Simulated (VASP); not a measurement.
A run of VASP 6.6.1 is set up as follows.

Contents of INCAR:

```
ALGO     = Normal         # electronic algorithm
EDIFF    = 1E-7           # SCF threshold, eV
ENCUT    = 520            # plane-wave cutoff, eV
GGA      = PE             # functional
ISIF     = 2              # what is computed and relaxed
ISMEAR   = -1             # smearing method
LASPH    = True           # aspherical terms in the spheres
LCHARG   = False          # write CHGCAR
LREAL    = False          # projectors in reciprocal space
LWAVE    = False          # write WAVECAR
NBANDS   = 36             # bands
NELM     = 100            # most SCF steps
PREC     = Accurate       # precision mode
SIGMA    = 0.02           # smearing width, eV
```

The input KPOINTS:

```
k-points
0
Gamma
  8 8 8
```

POSCAR

```
InGa2As3
1.0
   -2.0797909915      2.0797909915      8.8764491831
    2.0797909915     -2.0797909915      8.8764491831
    2.0797909915      2.0797909915     -8.8764491831
Ga As In
2 3 1
Direct
    0.8293850372      0.8293850372      0.0000000000
    0.1706149628      0.1706149628      0.0000000000
    0.2500000000      0.7500000000      0.5000000000
    0.5919785780      0.0919785780      0.5000000000
    0.9080214220      0.4080214220      0.5000000000
    0.5000000000      0.5000000000      0.0000000000
```

Potentials or basis: VASP PAW PBE potentials, release 64 (Ga_d, As, In_d).

Command:

```sh
$ cat potpaw_PBE.64/Ga_d/POTCAR potpaw_PBE.64/As/POTCAR potpaw_PBE.64/In_d/POTCAR > POTCAR
$ mpirun -np 1 vasp_std > vasp.out
```

Task: Estimate the band gap on the k mesh.

Result: Zero (filled and empty bands touch).

Task: Estimate the largest force.

Result: 0.008 eV/Å.

Forces in eV/Å, atoms in the order of the input:
```
Ga   0.000  0.000  0.000
Ga   0.000  0.000  0.000
As   0.000  0.000  0.000
As   0.000  0.000 -0.008
As   0.000  0.000  0.008
In   0.000  0.000  0.000
```

Caveat: spin-orbit coupling is left out, which moves the levels of the heavy elements.
